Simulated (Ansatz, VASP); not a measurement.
**Two plane-wave programs on Au**

Contents of POSCAR:

```
Au
1.0
   -1.6158372750      1.6158372750      1.5744055500
    1.6158372750     -1.6158372750      1.5744055500
    1.6158372750      1.6158372750     -1.5744055500
Au
1
Direct
    0.0000000000      0.0000000000      0.0000000000
```

The input INCAR.step1:

```
SYSTEM = Au
ALGO = Normal ; EDIFF = 1E-4
ENCUT = 520 ; GGA = PE
ISMEAR = 0 ; LASPH = .TRUE.
LCHARG = .FALSE. ; LREAL = .FALSE.
LWAVE = .TRUE. ; NBANDS = 12
NELM = 60 ; PREC = Accurate
SIGMA = 0.15
```

INCAR.step2

```
SYSTEM = Au
ALGO = Normal ; EDIFF = 1E-7
ENCUT = 520 ; ISIF = 2
ISMEAR = 0 ; ISTART = 1
LASPH = .TRUE. ; LCHARG = .TRUE.
LELF = .TRUE. ; LMIXTAU = .TRUE.
LREAL = .FALSE. ; LVHAR = .TRUE.
LWAVE = .FALSE. ; METAGGA = R2SCAN
NBANDS = 12 ; NELM = 60
PREC = Accurate ; SIGMA = 0.15
```

The input KPOINTS:

```
k-points
0
G
  20 20 20
  0 0 0
```

Input for Ansatz:

```yaml
crystal:
  lattice:
    - [-1.615837275, 1.615837275, 1.57440555]
    - [1.615837275, -1.615837275, 1.57440555]
    - [1.615837275, 1.615837275, -1.57440555]
  atoms:
    - { symbol: Au, position: [0.0, 0.0, 0.0] }
basis:
  ecutwfc: 500
kpoints:
  mp_grid: { grid: [20, 20, 20] }
hamiltonian:
  xc: r2scan
scf:
  occupations: { method: gaussian, width: 0.15 }
output:
  forces: true
  stress: true
  eigenvalues: true
```

Change from the starting cell: strain -0.025 along x and y, -0.050 along z, atoms carried along.

Alike in both runs: task single point; functional r2SCAN; k mesh 20 × 20 × 20; occupations gaussian, width 0.15 eV; no spin polarisation.

|  | VASP | Ansatz |
| --- | --- | --- |
| version | VASP 6.6.1 | Ansatz 0.2.0 |
| potentials or method | VASP PAW PBE potentials, release 64 (Au), cutoff 520 eV | scalar-relativistic, plane waves, PAW |
| valence electrons in the cell | 11 | 19 |

Ansatz gave:

- gap on the k mesh at the Fermi level (eV): none
- pressure (GPa): 12.5

Problem. Which values does VASP return?

Solution. gap on the k mesh at the Fermi level (eV): none; pressure (GPa): 12.9.

VASP's potentials were made for PBE, not for r2SCAN. A gap of «none» marks a metal or a gap that the smearing closes. VASP's potentials hold 11 valence electrons a cell and Ansatz's 19, so a difference there can come from the potentials and not from the codes.

Neither program's run includes spin-orbit coupling.
